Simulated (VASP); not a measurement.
# CaO (pbe) (Fm-3m) in VASP: further runs, part 2 of 2

VASP 6.6.1.

## 4. Single point, PBE

This run uses another cell than the first one, of 14.09 Å³/atom, 1.012 times its volume.

The input, INCAR:

```
SYSTEM = CaO
ALGO = Normal
EDIFF = 1E-6
ENCUT = 600
GGA = PE
GGA_COMPAT = .FALSE.
ISIF = 2
ISMEAR = 0
LASPH = .TRUE.
LCHARG = .FALSE.
LREAL = .FALSE.
LWAVE = .FALSE.
NBANDS = 15
NELM = 120
PREC = Accurate
SIGMA = 0.01
```

The input, KPOINTS:

```
k-points
0
G
  8 8 8
  0 0 0
```

The input, POSCAR:

```
CaO
1.0
    0.0000000000      2.4153551510      2.4153551510
    2.4153551510      0.0000000000      2.4153551510
    2.4153551510      2.4153551510      0.0000000000
Ca O
1 1
Direct
    0.0000000000      0.0000000000      0.0000000000
    0.5000000000      0.5000000000      0.5000000000
```

Potentials or basis: VASP PAW PBE potentials, release 64 (Ca_sv, O).

Launch:

```
> cat potpaw_PBE.64/Ca_sv/POTCAR potpaw_PBE.64/O/POTCAR > POTCAR
> mpirun -np 1 vasp_std > vasp.out
```

OUTCAR:

```text
SYSTEM = CaO
   EDIFF = 1E-6
   ENCUT = 600
   GGA = PE
   ISIF = 2
   ISMEAR = 0
   LASPH = .TRUE.
   LREAL = .FALSE.
   NELM = 120
   PREC = Accurate

 ion  position               nearest neighbor table
   1  0.000  0.000  0.000-   2 2.42   2 2.42   2 2.42   2 2.42   2 2.42   2 2.42
   2  0.500  0.500  0.500-   1 2.42   1 2.42   1 2.42   1 2.42   1 2.42   1 2.42

  LATTYP: Found a face centered cubic cell.
 ALAT       =     4.8307103020

  Lattice vectors:

 A1 = (   0.0000000000,   2.4153551510,   2.4153551510)
 A2 = (   2.4153551510,   0.0000000000,   2.4153551510)
 A3 = (   2.4153551510,   2.4153551510,   0.0000000000)

Analysis of symmetry for initial positions (statically):
=====================================================================
 Subroutine PRICEL returns:
 Original cell was already a primitive cell.

 Routine SETGRP: Setting up the symmetry group for a
 face centered cubic supercell.

 Subroutine GETGRP returns: Found 48 space group operations
 (whereof 48 operations were pure point group operations)
 out of a pool of 48 trial point group operations.

The static configuration has the point symmetry O_h .
[... 174 lines left out ...]
      5     -13.2396      2.00000
      6       2.2638      2.00000
      7       2.2638      2.00000
      8       2.2638      2.00000
      9       6.8557      0.00000
     10       8.4520      0.00000
     11       8.4520      0.00000
     12       8.4520      0.00000
     13       9.9296      0.00000
     14       9.9296      0.00000
[... 401 lines left out ...]
      2     -17.0441      2.00000
      3     -16.4369      2.00000
      4     -16.3294      2.00000
      5     -12.3677      2.00000
      6       0.2367      2.00000
      7       1.1504      2.00000
      8       1.2288      2.00000
      9       8.9528      0.00000
     10       9.0320      0.00000
     11      10.9314      0.00000
     12      11.0878      0.00000
     13      12.3506      0.00000
     14      14.0353      0.00000
     15      15.8970      0.00000

 [... further k-points ...]

------------------------ aborting loop because EDIFF is reached ----------------------------------------

  FORCE on cell =-STRESS in cart. coord.  units (eV):
  Direction    XX          YY          ZZ          XY          YZ          ZX
  --------------------------------------------------------------------------------------
  -------------------------------------------------------------------------------------
  Total        0.0770365      0.0770365      0.0770365      0.0000000      0.0000000      0.0000000
  in kB        4.3795947      4.3795947      4.3795947      0.0000000      0.0000000      0.0000000
  external PRESSURE =       4.3795947 kB  Pullay stress =       0.0000000 kB

 VOLUME and BASIS-vectors are now :
 -----------------------------------------------------------------------------
  energy-cutoff  :      600.00
  volume of cell :       28.18
      direct lattice vectors                 reciprocal lattice vectors
     0.000000000  2.415355151  2.415355151    -0.207008895  0.207008895  0.207008895
     2.415355151  0.000000000  2.415355151     0.207008895 -0.207008895  0.207008895
     2.415355151  2.415355151  0.000000000     0.207008895  0.207008895 -0.207008895

 POSITION                                       TOTAL-FORCE (eV/Angst)
 -----------------------------------------------------------------------------------
      0.00000      0.00000      0.00000        -0.000000     -0.000000     -0.000000
      2.41536      2.41536      2.41536         0.000000      0.000000      0.000000
 -----------------------------------------------------------------------------------
    total drift:                                0.000000      0.000000      0.000000

  FREE ENERGIE OF THE ION-ELECTRON SYSTEM (eV)
  ---------------------------------------------------
  free  energy   TOTEN  =       -12.8075768065 eV

  energy  without entropy=      -12.8075768065  energy(sigma->0) =      -12.80757681
```

stdout:

```text
POSCAR found type information on POSCAR CaO
 POSCAR found :  2 types and       2 ions
 scaLAPACK will be used
 LDA part: xc-table for (Slater+PW92), standard interpolation
 POSCAR, INCAR and KPOINTS ok, starting setup
 FFT: planning ... GRIDC
 FFT: planning ... GRID_SOFT
 FFT: planning ... GRID
 WAVECAR not read
 entering main loop
```

Run time: 30 s. Hardware: 1 thread of Intel Xeon 8259CL, shared host; peak memory 0.16 GiB.

Results:

```yaml
Free_energy: -12.8076 eV
Pressure: 0.4 GPa
Band_gap_on_the_k_mesh: 3.64 eV, indirect (least direct gap 4.02 eV)
```

A k mesh can miss the band edges. As with any semilocal functional, this PBE gap is likely too small.

## 5. Single point, PBE

This run uses another cell than the first one, of 14.09 Å³/atom, 1.012 times its volume.

The input, INCAR:

```
PREC = Accurate
ENCUT = 600
EDIFF = 1E-6
ISMEAR = 0
SIGMA = 0.01
LREAL = F
LASPH = T
NELM = 120
ALGO = Normal
ISIF = 2
LWAVE = F
LCHARG = T
GGA = PE
LELF = T
LVHAR = T
NBANDS = 15
GGA_COMPAT = F
```

The input, KPOINTS:

```
Automatic mesh
0
Gamma
  8 8 8
```

POSCAR is that of step 4.

Launch:

```
> cat potpaw_PBE.64/Ca_sv/POTCAR potpaw_PBE.64/O/POTCAR > POTCAR
> mpirun -np 1 vasp_std > vasp.out
```

Wall time 29 s (1 thread of Intel Xeon 8259CL, shared host); peak memory 0.16 GiB.

The run converged. Its results:

```
Free energy            : -12.8076 eV
Pressure               : 0.4 GPa
Band gap on the k mesh : 3.64 eV, indirect (least direct gap 4.02 eV)
```

Levels at points of the mesh, in eV from the valence-band top:
```csv
k point,band 6,band 7,band 8,band 9,band 10,band 11
"(0.00, 0.00, 0.00)",0.00,0.00,0.00,4.59,6.19,6.19
"(0.50, 0.00, 0.00)",-2.60,-1.17,-1.17,6.98,8.27,8.27
"(0.50, 0.50, 0.00)",-1.31,-0.38,-0.38,3.64,7.93,8.81
```

A k mesh can miss the band edges. PBE gaps usually lie below the measured ones, often by a third to a half.

## 6. Relaxation of cell and atoms, PBE

The input, INCAR:

```
SYSTEM = CaO
PREC = Accurate
ENCUT = 600
EDIFF = 1E-7
ISMEAR = 0
SIGMA = 0.02
LREAL = .FALSE.
LASPH = .TRUE.
NELM = 120
ALGO = Normal
ISIF = 3
LWAVE = .FALSE.
LCHARG = .FALSE.
GGA = PE
IBRION = 2
NSW = 100
EDIFFG = -0.002
GGA_COMPAT = .FALSE.
NELMIN = 4
```

The input, KPOINTS:

```
regular mesh
0
G
  8 8 8
  0 0 0
```

The input, POSCAR:

```
CaO
1.0
    0.0000000000      2.4055000000      2.4055000000
    2.4055000000      0.0000000000      2.4055000000
    2.4055000000      2.4055000000      0.0000000000
Ca O
1 1
Direct
    0.0000000000      0.0000000000      0.0000000000
    0.5000000000      0.5000000000      0.5000000000
```

Potentials or basis: VASP PAW PBE potentials, release 64 (Ca_sv, O).

Launch:

```
> cat potpaw_PBE.64/Ca_sv/POTCAR potpaw_PBE.64/O/POTCAR > POTCAR
> mpirun -np 1 vasp_std > vasp.out
```

OUTCAR:

```text
SYSTEM = CaO
   PREC = Accurate
   ENCUT = 600
   EDIFF = 1E-7
   ISMEAR = 0
   LREAL = .FALSE.
   LASPH = .TRUE.
   NELM = 120
   ISIF = 3
   GGA = PE
   IBRION = 2
   NSW = 100
   EDIFFG = -0.002
   NELMIN = 4

 ion  position               nearest neighbor table
   1  0.000  0.000  0.000-   2 2.41   2 2.41   2 2.41   2 2.41   2 2.41   2 2.41
   2  0.500  0.500  0.500-   1 2.41   1 2.41   1 2.41   1 2.41   1 2.41   1 2.41

  LATTYP: Found a face centered cubic cell.
 ALAT       =     4.8110000000

  Lattice vectors:

 A1 = (   0.0000000000,   2.4055000000,   2.4055000000)
 A2 = (   2.4055000000,   0.0000000000,   2.4055000000)
 A3 = (   2.4055000000,   2.4055000000,   0.0000000000)

Analysis of symmetry for initial positions (statically):
=====================================================================
 Subroutine PRICEL returns:
 Original cell was already a primitive cell.

 Routine SETGRP: Setting up the symmetry group for a
 face centered cubic supercell.

 Subroutine GETGRP returns: Found 48 space group operations
 (whereof 48 operations were pure point group operations)
 out of a pool of 48 trial point group operations.

The static configuration has the point symmetry O_h .

Analysis of symmetry for dynamics (positions and initial velocities):
=====================================================================
 Subroutine PRICEL returns:
 Original cell was already a primitive cell.

 Routine SETGRP: Setting up the symmetry group for a
 face centered cubic supercell.

 Subroutine GETGRP returns: Found 48 space group operations
 (whereof 48 operations were pure point group operations)
 out of a pool of 48 trial point group operations.

The dynamic configuration has the point symmetry O_h .

 Subroutine INISYM returns: Found 48 space group operations
 (whereof 48 operations are pure point group operations),
 and found     1 'primitive' translations

----------------------------------------------------------------------------------------

[... 134 lines left out ...]

 Free energy of the ion-electron system (eV)
  ---------------------------------------------------
  ext. energy  EPLUGINS =         0.00000000
  ---------------------------------------------------
  free energy    TOTEN  =       -12.80464473 eV

  energy without entropy =      -12.80464473  energy(sigma->0) =      -12.80464473

------------------------ aborting loop because EDIFF is reached ----------------------------------------

  FORCE on cell =-STRESS in cart. coord.  units (eV):
  Direction    XX          YY          ZZ          XY          YZ          ZX
  --------------------------------------------------------------------------------------
  -------------------------------------------------------------------------------------
  Total        0.3163622      0.3163622      0.3163622      0.0000000      0.0000000     -0.0000000
  in kB       18.2074473     18.2074473     18.2074473      0.0000000      0.0000000     -0.0000000
  external PRESSURE =      18.2074473 kB  Pullay stress =       0.0000000 kB
[... 59 lines left out ...]
--------------------------------------- Ionic step        3  -------------------------------------------

 number of electron      16.0000000 magnetization

 Free energy of the ion-electron system (eV)
  ---------------------------------------------------
  ext. energy  EPLUGINS =         0.00000000
  ---------------------------------------------------
  free energy    TOTEN  =       -12.80725984 eV

  energy without entropy =      -12.80725984  energy(sigma->0) =      -12.80725984

 E-fermi :   2.4480     XC(G=0): -10.3807

 val. band max:        2.2385376004   @ k =   0.0000   0.0000   0.0000
 cond. band min:       5.8801688340   @ k =   0.5000   0.5000   0.0000
 fundamental gap:      3.6416312336
 Fermi energy:         2.4480244662

 k-point     1 :       0.0000    0.0000    0.0000
  band No.  band energies     occupation
      1     -35.4775      2.00000
      2     -16.2553      2.00000
      3     -16.2553      2.00000
      4     -16.2553      2.00000
      5     -13.2565      2.00000
      6       2.2385      2.00000
      7       2.2385      2.00000
      8       2.2385      2.00000
      9       6.7960      0.00000
     10       8.4166      0.00000
     11       8.4166      0.00000
     12       8.4166      0.00000
[... 331 lines left out ...]
 k-point    24 :      -0.3750    0.2500    0.1250
  band No.  band energies     occupation
      1     -35.3688      2.00000
      2     -17.0746      2.00000
      3     -16.4788      2.00000
      4     -16.3729      2.00000
      5     -12.3971      2.00000
      6       0.2185      2.00000
      7       1.1297      2.00000
      8       1.2098      2.00000
      9       8.9109      0.00000
     10       8.9898      0.00000
     11      10.8815      0.00000
     12      11.0304      0.00000

 [... further k-points ...]

------------------------ aborting loop because EDIFF is reached ----------------------------------------

  FORCE on cell =-STRESS in cart. coord.  units (eV):
  Direction    XX          YY          ZZ          XY          YZ          ZX
  --------------------------------------------------------------------------------------
  -------------------------------------------------------------------------------------
  Total        0.0005599      0.0005599      0.0005599      0.0000000      0.0000000      0.0000000
  in kB        0.0316939      0.0316939      0.0316939      0.0000000      0.0000000      0.0000000
  external PRESSURE =       0.0316939 kB  Pullay stress =       0.0000000 kB
[... 17 lines left out ...]
  FREE ENERGIE OF THE ION-ELECTRON SYSTEM (eV)
  ---------------------------------------------------
  free  energy   TOTEN  =       -12.8072598418 eV

  energy  without entropy=      -12.8072598418  energy(sigma->0) =      -12.80725984

 reached required accuracy - stopping structural energy minimisation
```

CONTCAR:

```text
CaO
   1.00000000000000
     0.0000000000000000    2.4188969399791138    2.4188969399791138
     2.4188969399791138   -0.0000000000000000    2.4188969399791138
     2.4188969399791138    2.4188969399791138    0.0000000000000000
  Ca              O
     1     1
Direct
     0.0000000000000000    0.0000000000000000    0.0000000000000000
     0.5000000000000000    0.5000000000000000    0.5000000000000000

  0.00000000E+00  0.00000000E+00  0.00000000E+00
  0.00000000E+00  0.00000000E+00  0.00000000E+00
```

Run time: 72 s. Hardware: 1 thread of Intel Xeon 8259CL, shared host; peak memory 0.17 GiB.

What came out:

```
Free energy                            : -12.8073 eV
Relaxed volume                         : 14.15 Å³/atom
Relaxed cell                           : a = 3.421 Å, b = 3.421 Å, c = 3.421 Å, α = 60.00°, β = 60.00°, γ = 60.00°
Space group after relaxing (to 0.05 Å) : Fm-3m (No. 225)
Energy gained by relaxing              : 1.3 meV/atom
Ionic steps                            : 3
Pressure after relaxing                : 0.0 GPa
Band gap on the k mesh                 : 3.64 eV, indirect (least direct gap 4.02 eV)
```

Step by step:
```
step  energy change (eV)  largest force (eV/Å)  pressure (GPa)  volume (Å³)
   1              0.0000                0.0000            1.82        27.84
   2             -0.0023                0.0000           -0.63        28.48
   3             -0.0026                0.0000            0.00        28.31
```

Final structure:
```
CELL_PARAMETERS angstrom
0.00000 2.41890 2.41890
2.41890 0.00000 2.41890
2.41890 2.41890 0.00000
ATOMIC_POSITIONS crystal
Ca 0.00000 0.00000 0.00000
O 0.50000 0.50000 0.50000
```

Levels at points of the mesh, in eV from the valence-band top:
| k point | band 5 | band 6 | band 7 | band 8 | band 9 | band 10 | band 11 | band 12 |
| --- | --- | --- | --- | --- | --- | --- | --- | --- |
| (0.00, 0.00, 0.00) | -15.50 | 0.00 | 0.00 | 0.00 | 4.56 | 6.18 | 6.18 | 6.18 |
| (0.50, 0.00, 0.00) | -14.38 | -2.59 | -1.16 | -1.16 | 6.96 | 8.25 | 8.25 | 8.36 |
| (0.50, 0.50, 0.00) | -15.26 | -1.31 | -0.38 | -0.38 | 3.64 | 7.90 | 8.78 | 9.40 |

## 7. The runs side by side

```csv
task,cell,k mesh,smearing,gap on the mesh (eV),pressure (GPa)
single point,"a = 3.402 Å, angles 60.0°, 2 atoms",6 × 6 × 6,gaussian 0.1 eV,3.64,1.8
single point,"a = 3.416 Å, angles 60.0°, 2 atoms",8 × 8 × 8,gaussian 0.02 eV,3.64,0.4
single point,"a = 3.416 Å, angles 60.0°, 2 atoms",8 × 8 × 8,gaussian 0.01 eV,3.64,0.4
relaxation of cell and atoms,"relaxed from a = 3.402 Å, angles 60.0°, 2 atoms",8 × 8 × 8,gaussian 0.02 eV,3.64,0.0
```

Alike in all rows: level PBE; potentials or basis VASP PAW PBE potentials, release 64 (Ca_sv, O); no spin polarisation; cutoff (eV) 600.

Total energies depend on the potentials used, so only differences within one code and one set of settings carry meaning.
